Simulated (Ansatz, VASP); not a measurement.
# SnSe2 in VASP and in Ansatz

```
Sn Se
1.0
     3.81367    0.00000    0.00000
    -1.90684    3.30274    0.00000
     0.00000    0.00000    6.98802
Sn Se
1 2
Direct
  0.00000 0.00000 0.00000
  0.33333 0.66667 0.22815
  0.66667 0.33333 0.77185
```

Change from the starting cell: strain -0.0150 x Voigt [1, 1, 0, 0, 0, 0], atoms carried along.

Alike in both runs: task single point; functional PBE; k mesh 12 × 12 × 4; occupations gaussian, width 0.05 eV; no spin polarisation.

```csv
,VASP,Ansatz
version,VASP 6.6.1,Ansatz 0.2.0
potentials or method,"VASP PAW PBE potentials, release 64 (Sn_d, Se), cutoff 520 eV","scalar-relativistic, plane waves, PAW"
valence electrons in the cell,26,46
```

Ansatz gave:

| Quantity | Value |
| --- | --- |
| gap on the k mesh at the Fermi level (eV) | 0.68 |
| least direct gap on the mesh (eV) | 1.10 |
| pressure (GPa) | 1.8 |
| traceless stress, the component that is largest in VASP (GPa) | -0.67 |
| rms of the force components (eV/Å) | 0.084 |

Q: Estimate VASP's values.

A: gap on the k mesh at the Fermi level (eV): 0.68; least direct gap on the mesh (eV): 1.10; pressure (GPa): 1.8; traceless stress, the component that is largest in VASP (GPa): -0.65; rms of the force components (eV/Å): 0.091.

Atom by atom the forces differ by 0.007 eV/Å (rms over components). VASP's potentials hold 26 valence electrons a cell and Ansatz's 46, so a difference there can come from the potentials and not from the codes.
